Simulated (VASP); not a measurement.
# Si2Ni (Fm-3m) in VASP: further runs

Runs on Si2Ni. Level: revPBE. Tasks: single point.

All numbers are computed with VASP 6.6.1; they aren't measurements. Logs are shortened: lines on timing, memory, paths and dates and some standing lists are left out, and cuts for length are marked.

### Step 1. The cell of the first run

It takes space group Fm-3m (No. 225, cubic). Conventional cell: a = 5.504 Å, b = 5.504 Å, c = 5.504 Å, α = 90.00°, β = 90.00°, γ = 90.00°. Within 3.1 Å of Si (site symmetry -43m) lie 4 Ni at 2.38 Å and 6 Si at 2.75 Å. Ni (site symmetry m-3m) has 8 Si at 2.38 Å within 3.1 Å.

### Step 2. Single point, revPBE, collinear spin, ferromagnetic start (volume scaled by 1.02)

Input file INCAR:

```
PREC = Accurate ; ENCUT = 520
EDIFF = 1E-7 ; ISMEAR = 0
SIGMA = 0.05 ; LREAL = False
LASPH = True ; NELM = 150
ALGO = Normal ; ISIF = 2
LWAVE = False ; LCHARG = False
ISPIN = 2 ; MAGMOM = 0 0 0.05
LORBIT = 11 ; LMAXMIX = 4
GGA = RE ; NBANDS = 20
```

Input file KPOINTS:

```
Automatic mesh
0
Gamma
  8 8 8
```

Input file POSCAR:

```
Si2Ni
1.0
    0.0000000000      2.7521214981      2.7521214981
    2.7521214981      0.0000000000      2.7521214981
    2.7521214981      2.7521214981      0.0000000000
Si Ni
2 1
Direct
    0.2500000000      0.2500000000      0.2500000000
    0.7500000000      0.7500000000      0.7500000000
    0.0000000000      0.0000000000      0.0000000000
```

Potentials or basis: VASP PAW PBE potentials, release 64 (Si, Ni).

Started as:

```bash
$ cat potpaw_PBE.64/Si/POTCAR potpaw_PBE.64/Ni/POTCAR > POTCAR
$ mpirun -np 1 vasp_std > vasp.out
```

OUTCAR:

```text
PREC = Accurate
   ENCUT = 520
   EDIFF = 1E-7
   ISMEAR = 0
   LREAL = False
   LASPH = True
   NELM = 150
   ISIF = 2
   ISPIN = 2
   LORBIT = 11
   GGA = RE

 ion  position               nearest neighbor table
   1  0.250  0.250  0.250-   3 2.38   3 2.38   3 2.38   3 2.38   2 2.75   2 2.75   2 2.75   2 2.75
                             2 2.75   2 2.75
   2  0.750  0.750  0.750-   3 2.38   3 2.38   3 2.38   3 2.38   1 2.75   1 2.75   1 2.75   1 2.75
                             1 2.75   1 2.75
   3  0.000  0.000  0.000-   2 2.38   2 2.38   2 2.38   1 2.38   2 2.38   1 2.38   1 2.38   1 2.38

  LATTYP: Found a face centered cubic cell.
 ALAT       =     5.5042429962

  Lattice vectors:

 A1 = (   0.0000000000,   2.7521214981,   2.7521214981)
 A2 = (   2.7521214981,   0.0000000000,   2.7521214981)
 A3 = (   2.7521214981,   2.7521214981,   0.0000000000)

Analysis of symmetry for initial positions (statically):
=====================================================================
 Subroutine PRICEL returns:
 Original cell was already a primitive cell.

 Routine SETGRP: Setting up the symmetry group for a
 face centered cubic supercell.

 Subroutine GETGRP returns: Found 48 space group operations
 (whereof 48 operations were pure point group operations)
 out of a pool of 48 trial point group operations.

The static configuration has the point symmetry O_h .

Analysis of symmetry for dynamics (positions and initial velocities):
=====================================================================
 Subroutine PRICEL returns:
 Original cell was already a primitive cell.

 Routine SETGRP: Setting up the symmetry group for a
 face centered cubic supercell.

 Subroutine GETGRP returns: Found 48 space group operations
 (whereof 48 operations were pure point group operations)
 out of a pool of 48 trial point group operations.

The dynamic configuration has the point symmetry O_h .

Analysis of structural, dynamic, and magnetic symmetry:
=====================================================================
 Subroutine PRICEL returns:
 Original cell was already a primitive cell.

 Routine SETGRP: Setting up the symmetry group for a
 face centered cubic supercell.

 Subroutine GETGRP returns: Found 48 space group operations
 (whereof 48 operations were pure point group operations)
 out of a pool of 48 trial point group operations.
[... 126 lines left out ...]
  Thomas-Fermi vector in A             =   2.371908
   LORBIT       =     11    0 simple, 1 ext, 2 COOP (PROOUT), +10 PAW based schemes
   GGA     = RE    functional components
   LHFCALC =     F    Hartree Fock is set to
   AEXX    =    0.0000 exact exchange contribution
   IVDW    =     0    specifies the selected vdW correction
   LEPSILON=     F    determine dielectric tensor
   LRPA    =     F    only Hartree local field effects (RPA)
 spin polarized calculation
 Gauss-broadening in eV      SIGMA  =   0.05
  energy-cutoff  :      520.00
  volume of cell :       41.69
 maximum number of plane-waves:      1139
 NGX is ok and might be reduce to    30
   NGX = 15   NGY = 15   NGZ = 15

 number of electron      18.0000006 magnetization       0.0000326

 number of electron      18.0000006 magnetization      -0.0000012

 Free energy of the ion-electron system (eV)
  ---------------------------------------------------
  ext. energy  EPLUGINS =         0.00000000
  ---------------------------------------------------
  free energy    TOTEN  =       -16.45203859 eV

  energy without entropy =      -16.44883941  energy(sigma->0) =      -16.45043900

 E-fermi :   9.6609     XC(G=0): -11.2998

 val. band max:        9.6428863887   @ k =  -0.2500   0.1250   0.0000
 cond. band min:       9.6853056455   @ k =   0.1250   0.1250   0.0000
 fundamental gap:      0.0424192568
 Fermi energy:         9.6609447901

 spin component 1

 k-point     1 :       0.0000    0.0000    0.0000
  band No.  band energies     occupation
      1      -3.6022      1.00000
      2       4.8915      1.00000
      3       4.8915      1.00000
      4       4.8915      1.00000
      5       6.5266      1.00000
      6       6.5266      1.00000
[... 541 lines left out ...]
     19      23.3719      0.00000
     20      24.0534      0.00000

 [... further k-points ...]

 spin component 2

 k-point     1 :       0.0000    0.0000    0.0000
  band No.  band energies     occupation
      1      -3.6022      1.00000
      2       4.8915      1.00000
      3       4.8915      1.00000
      4       4.8915      1.00000
      5       6.5266      1.00000
      6       6.5266      1.00000
[... 541 lines left out ...]
     19      23.3719      0.00000
     20      24.0520      0.00000

 [... further k-points ...]

------------------------ aborting loop because EDIFF is reached ----------------------------------------

  FORCE on cell =-STRESS in cart. coord.  units (eV):
  Direction    XX          YY          ZZ          XY          YZ          ZX
  --------------------------------------------------------------------------------------
  -------------------------------------------------------------------------------------
  Total       -0.6005796     -0.6005796     -0.6005796     -0.0000000      0.0000000     -0.0000000
  in kB      -23.0806657    -23.0806657    -23.0806657     -0.0000000      0.0000000     -0.0000000
  external PRESSURE =     -23.0806657 kB  Pullay stress =       0.0000000 kB

 VOLUME and BASIS-vectors are now :
 -----------------------------------------------------------------------------
  energy-cutoff  :      520.00
  volume of cell :       41.69
      direct lattice vectors                 reciprocal lattice vectors
     0.000000000  2.752121498  2.752121498    -0.181678026  0.181678026  0.181678026
     2.752121498  0.000000000  2.752121498     0.181678026 -0.181678026  0.181678026
     2.752121498  2.752121498  0.000000000     0.181678026  0.181678026 -0.181678026

 POSITION                                       TOTAL-FORCE (eV/Angst)
 -----------------------------------------------------------------------------------
      1.37606      1.37606      1.37606        -0.000000     -0.000000     -0.000000
      4.12818      4.12818      4.12818         0.000000      0.000000      0.000000
      0.00000      0.00000      0.00000         0.000000     -0.000000      0.000000
 -----------------------------------------------------------------------------------
    total drift:                                0.000000     -0.000000     -0.000000

  FREE ENERGIE OF THE ION-ELECTRON SYSTEM (eV)
  ---------------------------------------------------
  free  energy   TOTEN  =       -16.4520385912 eV

  energy  without entropy=      -16.4488394107  energy(sigma->0) =      -16.45043900

 total charge

# of ion       s       p       d       tot
------------------------------------------
    1        0.752   0.808   0.000   1.560
    2        0.752   0.808   0.000   1.560
    3        0.531   0.722   8.415   9.668
--------------------------------------------------
tot          2.035   2.339   8.415  12.789

 magnetization (x)

# of ion       s       p       d       tot
------------------------------------------
    1        0.000  -0.000   0.000   0.000
    2        0.000  -0.000   0.000   0.000
    3        0.000  -0.000  -0.000  -0.000
--------------------------------------------------
tot          0.000  -0.000  -0.000  -0.000
```

OSZICAR:

```text
N       E                     dE             d eps       ncg     rms          rms(c)
DAV:   1     0.727085378170E+02    0.72709E+02   -0.71043E+03  2336   0.871E+02
DAV:   2    -0.135312147837E+02   -0.86240E+02   -0.76516E+02  2444   0.193E+02
DAV:   3    -0.182714226555E+02   -0.47402E+01   -0.46309E+01  2792   0.475E+01
DAV:   4    -0.183477275541E+02   -0.76305E-01   -0.76018E-01  2700   0.542E+00
DAV:   5    -0.183495100878E+02   -0.17825E-02   -0.17823E-02  2740   0.901E-01    0.160E+01
DAV:   6    -0.235678823701E+02   -0.52184E+01   -0.30689E+01  2640   0.117E+02    0.255E+01
DAV:   7    -0.166309248775E+02    0.69370E+01   -0.94922E+00  2948   0.716E+01    0.403E+00
DAV:   8    -0.164897975915E+02    0.14113E+00   -0.12061E+00  3120   0.168E+01    0.277E+00
DAV:   9    -0.164583760935E+02    0.31421E-01   -0.25593E-01  2848   0.784E+00    0.961E-01
DAV:  10    -0.164514736753E+02    0.69024E-02   -0.17420E-02  2892   0.253E+00    0.270E-01
DAV:  11    -0.164519973138E+02   -0.52364E-03   -0.19774E-03  2532   0.258E-01    0.555E-02
DAV:  12    -0.164520318312E+02   -0.34517E-04   -0.54470E-05  2844   0.573E-02    0.363E-02
DAV:  13    -0.164520357299E+02   -0.38987E-05   -0.11828E-05  2572   0.475E-02    0.169E-02
DAV:  14    -0.164520381496E+02   -0.24197E-05   -0.14086E-05  2584   0.451E-02    0.553E-03
DAV:  15    -0.164520382239E+02   -0.74328E-07   -0.13855E-06  2716   0.956E-03    0.341E-03
DAV:  16    -0.164520383354E+02   -0.11150E-06   -0.92727E-08  2028   0.618E-03    0.120E-03
DAV:  17    -0.164520385652E+02   -0.22973E-06   -0.49090E-08  1524   0.345E-03    0.412E-04
DAV:  18    -0.164520385912E+02   -0.26055E-07   -0.23665E-08  1320   0.189E-03
   1 F= -.16452039E+02 E0= -.16450439E+02  d E =-.319918E-02  mag=    -0.0000
```

stdout:

```text
POSCAR found type information on POSCAR SiNi
 POSCAR found :  2 types and       3 ions
 scaLAPACK will be used
 -----------------------------------------------------------------------------
|                                                                             |
|                                                                             |
|     You enforced a specific xc type in the INCAR file but a different       |
|     I HOPE YOU KNOW WHAT YOU ARE DOING!                                     |
|                                                                             |
 -----------------------------------------------------------------------------

 LDA part: xc-table for (Slater+PW92), standard interpolation
 POSCAR, INCAR and KPOINTS ok, starting setup
 FFT: planning ... GRIDC
 FFT: planning ... GRID_SOFT
 FFT: planning ... GRID
 WAVECAR not read
 entering main loop
```

It took 67 s on 1 thread of Intel Xeon Platinum 8488C (Sapphire Rapids), shared host; peak memory 0.2 GiB.

Results:

- Free energy: -16.4520 eV
- Pressure: -2.3 GPa
- Band gap on the k mesh: zero (filled and empty bands overlap)
- Net moment: 0.00 μB per cell
- Valence electrons inside the program's atomic spheres: Si 1.56; Ni 9.67

Levels at points of the mesh, in eV from the Fermi level:
Spin up:
```tsv
k point	band 5	band 6	band 7	band 8	band 9	band 10	band 11	band 12	band 13	band 14
(0.00, 0.00, 0.00)	-3.13	-3.13	-0.56	1.71	1.71	1.71	2.44	2.44	2.44	4.71
(0.50, 0.00, 0.00)	-3.36	-2.97	-2.97	-1.24	-1.24	1.82	1.86	1.86	2.42	9.12
(0.50, 0.50, 0.00)	-4.20	-3.23	-3.23	-3.08	-2.77	-0.38	1.61	7.78	8.00	8.00
```
Spin down:
| k point | band 7 | band 8 | band 9 | band 10 | band 11 | band 12 |
| --- | --- | --- | --- | --- | --- | --- |
| (0.00, 0.00, 0.00) | -0.56 | 1.71 | 1.71 | 1.71 | 2.44 | 2.44 |
| (0.50, 0.00, 0.00) | -2.97 | -1.24 | -1.24 | 1.82 | 1.86 | 1.86 |
| (0.50, 0.50, 0.00) | -3.23 | -3.08 | -2.77 | -0.38 | 1.61 | 7.78 |

Caveat: the PAW data sets were made with another functional, which shifts forces and pressure a little.

### Step 3. Single point, revPBE, collinear spin, ferromagnetic start (volume scaled by 1.04)

Input file INCAR:

```
SYSTEM = Si2Ni
PREC = Accurate
ENCUT = 520
EDIFF = 1E-6
ISMEAR = 0
SIGMA = 0.05
LREAL = .FALSE.
LASPH = .TRUE.
NELM = 150
ALGO = Normal
ISIF = 2
LWAVE = .FALSE.
LCHARG = .TRUE.
ISPIN = 2
MAGMOM = 0 0 0.05
LORBIT = 11
LMAXMIX = 4
GGA = RE
LELF = .TRUE.
LVHAR = .TRUE.
NBANDS = 20
```

Input file KPOINTS:

```
Automatic mesh
0
G
  8 8 8
  0 0 0
```

Input file POSCAR:

```
Si2Ni
1.0
    0.0000000000      2.7699929177      2.7699929177
    2.7699929177      0.0000000000      2.7699929177
    2.7699929177      2.7699929177      0.0000000000
Si Ni
2 1
Direct
    0.2500000000      0.2500000000      0.2500000000
    0.7500000000      0.7500000000      0.7500000000
    0.0000000000      0.0000000000      0.0000000000
```

Potentials or basis: VASP PAW PBE potentials, release 64 (Si, Ni).

Started as:

```bash
$ cat potpaw_PBE.64/Si/POTCAR potpaw_PBE.64/Ni/POTCAR > POTCAR
$ mpirun -np 1 vasp_std > vasp.out
```

Run time: 66 s. Hardware: 1 thread of Intel Xeon Platinum 8488C (Sapphire Rapids), shared host; peak memory 0.2 GiB.

It converged, with:

```
Free energy                                           : -16.4345 eV
Pressure                                              : -4.7 GPa
Band gap on the k mesh                                : zero (filled and empty bands overlap)
Net moment                                            : 0.00 μB per cell
Valence electrons inside the program's atomic spheres : Si 1.55; Ni 9.62
```

Levels at points of the mesh, in eV from the Fermi level:
Spin up:
```csv
k point,band 5,band 6,band 7,band 8,band 9,band 10,band 11,band 12,band 13,band 14
"(0.00, 0.00, 0.00)",-3.05,-3.05,-0.72,1.67,1.67,1.67,2.45,2.45,2.45,4.65
"(0.50, 0.00, 0.00)",-3.29,-2.89,-2.89,-1.21,-1.21,1.76,1.83,1.83,2.30,9.05
"(0.50, 0.50, 0.00)",-4.12,-3.15,-3.15,-3.00,-2.69,-0.42,1.64,7.76,7.83,7.83
```
Spin down:
| k point | band 7 | band 8 | band 9 | band 10 | band 11 | band 12 |
| --- | --- | --- | --- | --- | --- | --- |
| (0.00, 0.00, 0.00) | -0.72 | 1.67 | 1.67 | 1.67 | 2.45 | 2.45 |
| (0.50, 0.00, 0.00) | -2.89 | -1.21 | -1.21 | 1.76 | 1.83 | 1.83 |
| (0.50, 0.50, 0.00) | -3.15 | -3.00 | -2.69 | -0.42 | 1.64 | 7.76 |

Caveat: the PAW data sets were made with another functional, which shifts forces and pressure a little.
